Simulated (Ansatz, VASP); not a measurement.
# Two plane-wave programs on Ag

```xyz
1
Lattice="-1.6127 1.6127 1.6127 1.6127 -1.6127 1.6127 1.6127 1.6127 -1.6127" Properties=species:S:1:pos:R:3 pbc="T T T"
Ag    0.0000    0.0000    0.0000
```

Alike in both runs: functional PBEsol; k mesh 18 × 18 × 18; occupations fermi-dirac, width 0.08 eV; no spin polarisation.

Ansatz relaxed the structure, and its values are those at the end. VASP's run is a single point on that final structure, the one shown.

|  | VASP | Ansatz |
| --- | --- | --- |
| version | VASP 6.6.1 | Ansatz 0.2.0 |
| potentials or method | VASP PAW PBE potentials, release 64 (Ag) | PAW with Ansatz's default frozen-core files, scalar-relativistic |
| plane-wave cutoff (eV) | 520 | 420 |
| valence electrons in the cell | 11 | 19 |

VASP gave:

- pressure (GPa): -0.2

Question: What did Ansatz give for the same quantities?

Answer: Pressure (GPa): 0.0.

VASP's potentials were made for PBE, not for PBEsol. VASP's potentials hold 11 valence electrons a cell and Ansatz's 19, so a difference there can come from the potentials and not from the codes.
